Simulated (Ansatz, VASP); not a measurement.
# One calculation of Ta, two programs

Contents of INCAR:

```
PREC     = Accurate       # precision mode
ENCUT    = 500            # plane-wave cutoff, eV
EDIFF    = 1E-6           # SCF threshold, eV
ISMEAR   = -1             # smearing method
SIGMA    = 0.1            # smearing width, eV
LREAL    = False          # projectors in reciprocal space
LASPH    = True           # aspherical terms in the spheres
NELM     = 120            # most SCF steps
ALGO     = Normal         # electronic algorithm
ISIF     = 2              # what is computed and relaxed
LWAVE    = False          # write WAVECAR
LCHARG   = False          # write CHGCAR
GGA      = PE             # functional
NBANDS   = 18             # bands
GGA_COMPAT= False
```

The input KPOINTS:

```
regular mesh
0
Gamma
  6 6 6
```

POSCAR

```
Ta
1.0
    3.3200000000      0.0000000000      0.0000000000
    0.0000000000      3.3200000000      0.0000000000
    0.0000000000      0.0000000000      3.3200000000
Ta
2
Direct
    0.0000000000      0.0000000000      0.0000000000
    0.5000000000      0.5000000000      0.5400000000
```

Input for Ansatz:

```yaml
crystal:
  lattice:
  - [3.32, 0, 0]
  - [0, 3.32, 0]
  - [0, 0, 3.32]
  atoms:
  - symbol: Ta
    position: [0, 0, 0]
  - symbol: Ta
    position: [0.5, 0.5, 0.54]
kpoints:
  mp_grid:
    grid: [6, 6, 6]
    shift: [0, 0, 0]
hamiltonian:
  xc: pbe
  dispersion: none
  pseudopotentials:
    kind: all_electron
    lapw: {basis_error: 0.025 meV}
    dirac_shells:
      Ta: [2p, 3p, 3d]
scf:
  occupations: {method: fermi_dirac, width: 0.1 eV}
  convergence: {dr2_threshold: 1e-10 eV}
output: {forces: true, stress: true}
```

Alike in both runs: task single point; functional PBE; k mesh 6 × 6 × 6; no spin polarisation.

|  | VASP | Ansatz |
| --- | --- | --- |
| version | VASP 6.6.1 | Ansatz 0.2 development build |
| potentials or method | VASP PAW PBE potentials, release 64 (Ta_pv), cutoff 500 eV | all-electron full-potential LAPW, scalar-relativistic |
| occupations | fermi-dirac, width 0.1 eV | fermi-dirac |

|  | VASP | Ansatz | Ansatz less VASP |
| --- | --- | --- | --- |
| pressure (GPa) | 1.5 | 1.4 | -0.10 |
| traceless stress, the component that is largest in VASP (GPa) | -1.41 | -1.41 | +0.003 |
| rms of the force components (eV/Å) | 0.651 | 0.652 | +0.0007 |

Atom by atom the forces differ by 0.001 eV/Å (rms over components). Ansatz ran all-electron here, and VASP with PAW potentials.

Neither program's run includes spin-orbit coupling.
